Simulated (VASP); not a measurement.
TiH4, 5 atoms in the cell. It takes space group P6/mmm (No. 191, hexagonal). Conventional cell: a = 2.975 Å, b = 2.975 Å, c = 4.328 Å, α = 90.00°, β = 90.00°, γ = 120.00°. Ti (site symmetry 6/mmm) has 2 H at 1.74 Å within 2.3 Å. H (site symmetry 6mm) has 1 H at 0.84 Å within 1.1 Å. Within 2.3 Å of H (site symmetry -6m2) lie 9 H at 1.72 to 1.77 Å. The cell was generated, and may not be a known phase.

* Program: VASP 6.6.1
* Task: single point
* Functional: PBE
* Potentials or basis: VASP PAW PBE potentials, release 64 (Ti_sv, H)
* Cutoff: 520 eV
* k mesh: 6 × 6 × 4
* Occupations: gaussian, width 0.1 eV
* Spin: no spin polarisation
* Dipole correction: no
* Further INCAR settings: ALGO = Normal; EDIFF = 1e-06; NBANDS = 16

Potentials or basis: VASP PAW PBE potentials, release 64 (Ti_sv, H).

Command:

```console
$ cat potpaw_PBE.64/Ti_sv/POTCAR potpaw_PBE.64/H/POTCAR > POTCAR
$ mpirun -np 1 vasp_std > vasp.out
```

Hardware: 1 thread of Intel Xeon 8259CL (shared host).

Problem. How long does it take, and how much memory?

Solution. Wall time 19 s on 1 thread of Intel Xeon 8259CL, on a shared host, peak memory 0.15 GiB. Counts: scf iterations 14, k points 21.
